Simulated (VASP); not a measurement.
Here is a VASP 6.6.1 calculation.

File INCAR:

```
SYSTEM = HfN
PREC = Accurate
ENCUT = 520
EDIFF = 1E-6
ISMEAR = 0
SIGMA = 0.05
LREAL = .FALSE.
LASPH = .TRUE.
NELM = 80
ALGO = Normal
ISIF = 2
LWAVE = .FALSE.
LCHARG = .FALSE.
GGA = PE
NBANDS = 14
```

File KPOINTS:

```
Automatic mesh
0
G
  14 14 14
  0 0 0
```

POSCAR

```
HfN
1.0
    0.0000000000      2.2665065634      2.2665065634
    2.2665065634      0.0000000000      2.2665065634
    2.2665065634      2.2665065634      0.0000000000
Hf N
1 1
Direct
    0.5000000000      0.5000000000      0.5000000000
    0.0000000000      0.0000000000      0.0000000000
```

Potentials or basis: VASP PAW PBE potentials, release 64 (Hf_pv, N).

Run with:

```console
$ cat potpaw_PBE.64/Hf_pv/POTCAR potpaw_PBE.64/N/POTCAR > POTCAR
$ mpirun -np 1 vasp_std > vasp.out
```

**Question.** Predict the pressure.

**Answer.** 0.3 GPa.
